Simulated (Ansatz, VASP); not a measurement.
**One calculation of TaC, two programs**

```xyz
2
Lattice="0.0000 2.2230 2.2230 2.2230 0.0000 2.2230 2.2230 2.2230 0.0000" Properties=species:S:1:pos:R:3 pbc="T T T"
Ta    0.0000    0.0000    0.0000
C     2.2230    2.2230    2.2230
```

Alike in both runs: task single point; functional PBEsol; k mesh 7 × 7 × 7; occupations fermi-dirac, width 0.01 eV; no spin polarisation.

```csv
,VASP,Ansatz
version,VASP 6.6.1,Ansatz 0.2.0
potentials or method,"VASP PAW PBE potentials, release 64 (Ta_pv, C), cutoff 600 eV",all-electron (LAPW or listed datasets)
```

|  | VASP | Ansatz | Ansatz less VASP |
| --- | --- | --- | --- |
| gap on the k mesh at the Fermi level (eV) | none | none | - |
| pressure (GPa) | -0.8 | -1.7 | -0.91 |

VASP's potentials were made for PBE, not for PBEsol. A gap of «none» marks a metal or a gap that the smearing closes. Ansatz ran all-electron here, and VASP with PAW potentials. Ansatz's warnings: force scf threshold loose, stress scf threshold loose.

Neither program's run includes spin-orbit coupling.
